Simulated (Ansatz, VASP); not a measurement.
**Li2H: VASP beside Ansatz**

```
Li H
1.0
    -0.12895   -0.02532   -4.89791
     5.23314    0.09043    0.13368
    -1.40827   -5.62069   -0.06244
Li H
8 4
Direct
  0.73038 0.02523 0.09894
  0.72550 0.52203 0.10328
  0.21023 0.47716 0.89392
  0.22189 0.98545 0.90547
  0.65956 0.41395 0.63558
  0.65755 0.90453 0.62936
  0.15636 0.11592 0.38573
  0.16816 0.56741 0.36456
  0.53925 0.20933 0.87507
  0.55740 0.72768 0.87135
  0.02336 0.27616 0.11833
  0.05036 0.77515 0.11840
```

Change from the starting cell: cell x2, atoms moved at random (sigma 0.05 Å) and cell strained at random (1.5 %), then relaxed without symmetry.

Alike in both runs: task relaxation of cell and atoms; functional PBE; k mesh 4 × 4 × 4; occupations gaussian, width 0.2 eV; no spin polarisation.

|  | VASP | Ansatz |
| --- | --- | --- |
| version | VASP 6.6.1 | Ansatz 0.2.0 |
| potentials or method | VASP PAW PBE potentials, release 64 (Li_sv, H), cutoff 600 eV | scalar-relativistic, plane waves, PAW |
| valence electrons in the cell | 28 | 28 |

Ansatz gave:

```
gap on the k mesh at the Fermi level, each at its own relaxed structure (eV) : none
relaxed volume (Å³/atom)                                                     : 11.85
relaxed length of the cell vector where the two differ most in proportion (Å)              : 5.099
```

Problem. Estimate VASP's values.

Solution. gap on the k mesh at the Fermi level, each at its own relaxed structure (eV): none; relaxed volume (Å³/atom): 11.75; relaxed length of the cell vector where the two differ most in proportion (Å): 5.077.

A gap of «none» marks a metal or a gap that the smearing closes.

Noted on VASP's run: the cutoff is under 1.25 times that of the potentials, so the pressure is a little rough.
